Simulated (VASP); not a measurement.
**AlN: single point with r2SCAN**

AlN:

```
Al N
1.0
     2.14120    2.14120    0.00000
    -2.14120    2.14120    0.00000
     0.00000    2.14120    2.22856
Al N
1 1
Direct
  0.00000 0.00000 0.00000
  0.25000 0.75000 0.50000
```

This cell differs from its parent crystal: in-plane strain -0.02, then relaxed in part.

```
Program             : VASP 6.6.1
Task                : single point
Functional          : r2SCAN
Potentials or basis : VASP PAW PBE potentials, release 64 (Al, N)
Cutoff              : 520 eV
k mesh              : 10 × 10 × 10
Occupations         : gaussian, width 0.01 eV
Spin                : no spin polarisation
```

| Quantity | Value |
| --- | --- |
| Pressure | 4.0 GPa |
| Band gap on the k mesh | 3.82 eV, indirect (least direct gap 5.00 eV) |

Stress tensor (GPa, compression positive):
```
 6.19  0.00  0.00
 0.00  6.19  0.00
 0.00  0.00 -0.38
```

Levels at points of the mesh, in eV from the valence-band top:
| k point | band 1 | band 2 | band 3 | band 4 | band 5 | band 6 | band 7 | band 8 |
| --- | --- | --- | --- | --- | --- | --- | --- | --- |
| (0.00, 0.00, 0.00) | -15.93 | -0.20 | -0.01 | -0.01 | 4.99 | 13.63 | 13.63 | 13.68 |
| (0.50, 0.00, 0.00) | -13.86 | -6.06 | -0.75 | -0.38 | 8.24 | 10.89 | 11.72 | 12.38 |
| (0.50, 0.50, 0.00) | -13.15 | -4.96 | -2.02 | -2.01 | 3.82 | 9.31 | 15.64 | 16.37 |
| (0.00, 0.00, 0.50) | -13.34 | -5.35 | -1.67 | -1.67 | 4.02 | 9.94 | 14.89 | 17.36 |

Run time: 53 s on 1 thread of Intel Xeon 6975P-C, with other jobs on the host, peak memory 0.15 GiB.

Caveat: the cell differs from its parent crystal (in-plane strain -0.02, then relaxed in part); the PAW data sets were made with another functional, which shifts forces and pressure a little. A k mesh can miss the band edges.
